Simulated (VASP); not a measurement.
Runs of VASP 6.6.1 on YZr2. The structure is that of space group Fd-3m (No. 227), or close to it. The cells are those of the table. 

```tsv
task	cell	k mesh	cutoff (eV)	gap on the mesh (eV)	pressure (GPa)
single point	a = 5.528 Å, angles 60.0°, 6 atoms	4 × 4 × 4	520	none	(a)
relaxation of cell and atoms	relaxed from a = 5.528 Å, angles 60.0°, 6 atoms	4 × 4 × 4	600	none	-0.2
single point	a = 6.077 Å, angles 60.0°, 6 atoms	4 × 4 × 4	520	none	0.2
single point	a = 6.087 Å, angles 60.0°, 6 atoms	8 × 8 × 8	520	none	0.0
```

Alike in all rows: level PBE; potentials or basis VASP PAW PBE potentials, release 64 (Y_sv, Zr_sv); no spin polarisation; smearing gaussian 0.1 eV.

Task: Fill in the values left out.

Result: (a) 27.8.

Caveats: the cell stands under pressure (at least some runs).

A k mesh can miss the band edges, and the runs leave out spin-orbit coupling on Y, Zr.

A gap of «none» marks levels without a gap at the run's occupations.
